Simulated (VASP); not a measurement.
# SnSe in VASP: single point with PBE

Aim: the single point of SnSe with PBE.

Program: VASP 6.6.1. These are calculated values, not measurements. Logs are shortened: lines on timing, memory, paths and dates and some standing lists are left out, and cuts for length are marked.

### 1 The cell of the first run

The cell holds a slab with vacuum, 4 atoms: a = 4.285 Å, b = 4.285 Å, c = 10.991 Å, α = 90.00°, β = 90.00°, γ = 90.00°.

### 2 Single point, PBE (atoms moved at random)

File INCAR:

```
  PREC = Accurate
  ENCUT = 500
  EDIFF = 1E-6
  ISMEAR = -1
  SIGMA = 0.05
  LREAL = F
  LASPH = T
  NELM = 120
  ALGO = Normal
  ISIF = 2
  LWAVE = F
  LCHARG = F
  GGA = PE
  NBANDS = 28
  GGA_COMPAT = F
```

File KPOINTS:

```
regular mesh
0
Gamma
  6 6 3
```

File POSCAR:

```
SnSe
1.0
    4.2853274191      0.0000000000      0.0000000000
    0.0000000000      4.2853274191      0.0000000000
    0.0000000000      0.0000000000     10.9906921300
Sn Se
2 2
Direct
   -0.0063370000      0.5199340000      0.6315400000
    0.4975500000      0.0058490000      0.3760690000
   -0.0013960000      0.4921140000      0.3814630000
    0.5127100000     -0.0029170000      0.6148800000
```

Potentials or basis: VASP PAW PBE potentials, release 64 (Sn_d, Se).

Command:

```bash
$ cat potpaw_PBE.64/Sn_d/POTCAR potpaw_PBE.64/Se/POTCAR > POTCAR
$ mpirun -np 1 vasp_std > vasp.out
```

OUTCAR:

```text
PREC = Accurate
   ENCUT = 500
   EDIFF = 1E-6
   ISMEAR = -1
   LREAL = F
   LASPH = T
   NELM = 120
   ISIF = 2
   GGA = PE

 ion  position               nearest neighbor table
   1  0.994  0.520  0.632-   3 2.75   4 2.91   4 3.03   4 3.05   4 3.16
   2  0.498  0.006  0.376-   4 2.63   3 2.99   3 2.99   3 3.07   3 3.08
   3  0.999  0.492  0.381-   1 2.75   2 2.99   2 2.99   2 3.07   2 3.08
   4  0.513  0.997  0.615-   2 2.63   1 2.91   1 3.03   1 3.05   1 3.16

  LATTYP: Found a simple tetragonal cell.
 ALAT       =     4.2853274191
 C/A-ratio  =     2.5647263453

  Lattice vectors:

 A1 = (   4.2853274191,   0.0000000000,   0.0000000000)
 A2 = (   0.0000000000,   4.2853274191,   0.0000000000)
 A3 = (   0.0000000000,   0.0000000000,  10.9906921300)

Analysis of symmetry for initial positions (statically):
=====================================================================
 Subroutine PRICEL returns:
 Original cell was already a primitive cell.

 Routine SETGRP: Setting up the symmetry group for a
 simple tetragonal supercell.

 Subroutine GETGRP returns: Found  1 space group operations
 (whereof  1 operations were pure point group operations)
 out of a pool of 16 trial point group operations.

The static configuration has the point symmetry C_1 .

Analysis of symmetry for dynamics (positions and initial velocities):
=====================================================================
 Subroutine PRICEL returns:
 Original cell was already a primitive cell.

 Routine SETGRP: Setting up the symmetry group for a
 simple tetragonal supercell.

 Subroutine GETGRP returns: Found  1 space group operations
 (whereof  1 operations were pure point group operations)
 out of a pool of 16 trial point group operations.

The dynamic configuration has the point symmetry C_1 .

 Subroutine INISYM returns: Found  1 space group operations
 (whereof  1 operations are pure point group operations),
 and found     1 'primitive' translations

----------------------------------------------------------------------------------------

                                     Primitive cell

  volume of cell :     201.8334

  direct lattice vectors                    reciprocal lattice vectors
     4.285327419  0.000000000  0.000000000     0.233354398  0.000000000  0.000000000
     0.000000000  4.285327419  0.000000000     0.000000000  0.233354398  0.000000000
     0.000000000  0.000000000 10.990692130     0.000000000  0.000000000  0.090986081

  length of vectors
     4.285327419  4.285327419 10.990692130     0.233354398  0.233354398  0.090986081
[... 85 lines left out ...]
   EDIFF  = 0.1E-05   stopping-criterion for ELM
   LREAL  =      F    real-space projection
   EDIFFG = 0.1E-04   stopping-criterion for IOM
   NSW    =      0    number of steps for IOM
   IBRION =     -1    ionic relax: 0-MD 1-quasi-New 2-CG
   NFREE  =      0    steps in history (QN), initial steepest desc. (CG)
   ISIF   =      2    stress and relaxation
   ISYM   =      2    0-nonsym 1-usesym 2-fastsym
   POTIM  = 0.5000    time-step for ionic-motion
   TEBEG  =    0.0;   TEEND  =   0.0 temperature during run
   PSTRESS=    0.0 pullay stress
   NELECT =      40.0000    total number of electrons
   NUPDOWN=      -1.0000    fix difference up-down
   EMIN   =  10.00;   EMAX   =-10.00  energy-range for DOS
   EFERMI =   0.00;   METHOD = LEGACY
   ISMEAR =    -1;   SIGMA  =   0.05  broadening in eV -4-tet -1-fermi 0-gaus
   EFERMI_NEDOS =   21; number of points for ismear=-14 and -15
   IALGO  =     38    algorithm
   IMIX   =      4    mixing-type and parameters
     AMIX     =   0.40;   BMIX     =  1.00
     AMIX_MAG =   1.60;   BMIX_MAG =  1.00
  volume/ion in A,a.u.               =      50.46       340.51
  Fermi-wavevector in a.u.,A,eV,Ry     =   0.954473  1.803693 12.395171  0.911019
  Thomas-Fermi vector in A             =   2.083223
   LORBIT       =      0    0 simple, 1 ext, 2 COOP (PROOUT), +10 PAW based schemes
   GGA     = PE    functional components
   LHFCALC =     F    Hartree Fock is set to
   AEXX    =    0.0000 exact exchange contribution
   IVDW    =     0    specifies the selected vdW correction
   LEPSILON=     F    determine dielectric tensor
   LRPA    =     F    only Hartree local field effects (RPA)
 non-spin polarized calculation
  energy-cutoff  :      500.00
  volume of cell :      201.83
 maximum number of plane-waves:      5145
   NGX = 15   NGY = 15   NGZ = 41

 number of electron      39.9999990 magnetization

 Free energy of the ion-electron system (eV)
  ---------------------------------------------------
  ext. energy  EPLUGINS =         0.00000000
  ---------------------------------------------------
  free energy    TOTEN  =       -16.22320469 eV

  energy without entropy =      -16.22320451  energy(sigma->0) =      -16.22320460

 E-fermi :   1.3828     XC(G=0):  -6.0574

 val. band max:        0.6359766689   @ k =   0.5000   0.0000   0.0000
 cond. band min:       2.1375132773   @ k =   0.0000  -0.3333   0.3333
 fundamental gap:      1.5015366084
 Fermi energy:         1.3828271216

 k-point     1 :       0.0000    0.0000    0.0000
  band No.  band energies     occupation
      1     -20.5570      2.00000
      2     -20.5484      2.00000
      3     -20.5210      2.00000
      4     -20.5058      2.00000
      5     -20.5007      2.00000
      6     -20.3541      2.00000
[... 733 lines left out ...]
     27       5.8310      0.00000
     28       6.0639      0.00000

 [... further k-points ...]

------------------------ aborting loop because EDIFF is reached ----------------------------------------

  FORCE on cell =-STRESS in cart. coord.  units (eV):
  Direction    XX          YY          ZZ          XY          YZ          ZX
  --------------------------------------------------------------------------------------
  -------------------------------------------------------------------------------------
  Total        0.7088020      0.7625689      1.1092883     -0.0832532     -0.0997823     -0.1517838
  in kB        5.6265531      6.0533617      8.8056606     -0.6608736     -0.7920834     -1.2048772
  external PRESSURE =       6.8285252 kB  Pullay stress =       0.0000000 kB

 VOLUME and BASIS-vectors are now :
 -----------------------------------------------------------------------------
  energy-cutoff  :      500.00
  volume of cell :      201.83
      direct lattice vectors                 reciprocal lattice vectors
     4.285327419  0.000000000  0.000000000     0.233354398  0.000000000  0.000000000
     0.000000000  4.285327419  0.000000000     0.000000000  0.233354398  0.000000000
     0.000000000  0.000000000 10.990692130     0.000000000  0.000000000  0.090986081

 POSITION                                       TOTAL-FORCE (eV/Angst)
 -----------------------------------------------------------------------------------
      4.25817      2.22809      6.94106         0.029830     -0.024076     -0.248189
      2.13216      0.02506      4.13326        -0.030863      0.026213     -0.596006
      4.27935      2.10887      4.19254         0.093149      0.010529      0.152175
      2.19713      4.27283      6.75796        -0.092115     -0.012666      0.692020
 -----------------------------------------------------------------------------------
    total drift:                                0.000823     -0.001118      0.001057

  FREE ENERGIE OF THE ION-ELECTRON SYSTEM (eV)
  ---------------------------------------------------
  free  energy   TOTEN  =       -16.2232046922 eV

  energy  without entropy=      -16.2232045149  energy(sigma->0) =      -16.22320460
```

It took 7.6 min on 1 thread of Oxide Virtual Turin-like, shared host; peak memory 0.39 GiB.

Results:

| Property | Result |
| --- | --- |
| Free energy | -16.2232 eV |
| Largest force | 0.698 eV/Å |
| Band gap on the k mesh | 1.50 eV |

Forces in eV/Å, atoms in the order of the input:
```
Sn   0.030 -0.024 -0.248
Sn  -0.031  0.026 -0.596
Se   0.093  0.011  0.152
Se  -0.092 -0.013  0.692
```

Levels at points of the mesh, in eV from the valence-band top:
| k point | band 18 | band 19 | band 20 | band 21 | band 22 | band 23 |
| --- | --- | --- | --- | --- | --- | --- |
| (0.00, 0.00, 0.00) | -1.67 | -1.65 | -0.26 | 1.65 | 3.62 | 3.71 |
| (0.50, 0.00, 0.00) | -1.36 | -0.37 | 0.00 | 1.52 | 1.64 | 2.07 |
| (0.00, 0.50, 0.00) | -1.38 | -0.36 | 0.00 | 1.50 | 1.61 | 2.12 |
| (0.50, 0.50, 0.00) | -3.16 | -1.66 | -1.60 | 3.43 | 3.90 | 4.59 |

Caveat: the cell differs from its parent crystal (atoms moved at random); there is no dipole correction, which matters where the two faces differ; spin-orbit coupling is left out, which moves the levels of the heavy elements.
